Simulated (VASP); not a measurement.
InSe, 8 atoms in the cell. It takes space group P-3m1 (No. 164, trigonal). The conventional cell has a = 4.032 Å, b = 4.032 Å, c = 17.012 Å, α = 90.00°, β = 90.00°, γ = 120.00°. Within 3.5 Å of In (site symmetry 3m) lie 3 Se at 2.66 Å and 1 In at 2.79 Å. In (site symmetry 3m) has 3 Se at 2.66 Å and 1 In at 2.79 Å within 3.5 Å. Se (site symmetry 3m) has 3 In at 2.66 Å within 3.5 Å. Se (site symmetry 3m) has 3 In at 2.66 Å within 3.5 Å.  This cell differs from its parent crystal: the distance across one plane changed.

* Program: VASP 6.6.1
* Task: single point
* Functional: PBE
* Dispersion: D3(BJ)
* Potentials or basis: VASP PAW PBE potentials, release 64 (In_d, Se)
* Cutoff: 520 eV
* k mesh: 9 × 9 × 2
* Occupations: gaussian, width 0.03 eV
* Spin: no spin polarisation
* Dipole correction: no
* Further INCAR settings: ALGO = Normal; EDIFF = 1e-06; NBANDS = 48

Potentials or basis: VASP PAW PBE potentials, release 64 (In_d, Se).

Run with:

```bash
$ cat potpaw_PBE.64/In_d/POTCAR potpaw_PBE.64/Se/POTCAR > POTCAR
$ mpirun -np 1 vasp_std > vasp.out
```

Hardware: 1 thread of Intel Xeon 8259CL (shared host).

Question: How long does it take, and how much memory?

Answer: Run time: 7.7 min on 1 thread of Intel Xeon 8259CL, with other jobs on the host, peak memory 0.47 GiB. Counts: scf iterations 14, k points 24.
